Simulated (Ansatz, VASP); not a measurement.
# SnO2: VASP beside Ansatz

```
Sn O
1.0
     4.76639    0.00000    0.00000
     0.00000    5.06317    0.00000
     0.00000    0.00000    3.42029
Sn O
2 4
Direct
  0.50000 0.50000 0.50000
  0.00000 0.00000 0.00000
  0.30801 0.31112 0.00000
  0.80801 0.18888 0.50000
  0.19199 0.81112 0.50000
  0.69199 0.68888 0.00000
```

Change from the starting cell: volume 13.757 Å^3 an atom, stretch along a over the lengths across it, relative to the relaxed cell 0.9415.

Alike in both runs: functional LDA; k mesh 6 × 6 × 10; occupations gaussian, width 0.05 eV; no spin polarisation.

Ansatz relaxed the structure, and its values are those at the end. VASP's run is a single point on that final structure, the one shown.

```csv
,VASP,Ansatz
version,VASP 6.6.1,Ansatz 0.2.0
potentials or method,"VASP PAW LDA potentials, release 64 (Sn_d, O), cutoff 520 eV","scalar-relativistic, plane waves, PAW"
valence electrons in the cell,52,52
```

|  | VASP | Ansatz | Ansatz less VASP |
| --- | --- | --- | --- |
| gap on the k mesh at the Fermi level (eV) | 0.08 | 0.08 | 0.000 |
| least direct gap on the mesh (eV) | 0.47 | 0.45 | -0.019 |
| pressure (GPa) | -22.0 | -22.5 | -0.53 |
| rms of the force components (eV/Å) | 0.008 | 0.002 | -0.0061 |

LDA's correlation is that of Perdew and Zunger in VASP and of Perdew and Wang (1992) in Ansatz. Ansatz's warnings: stress scf threshold loose.
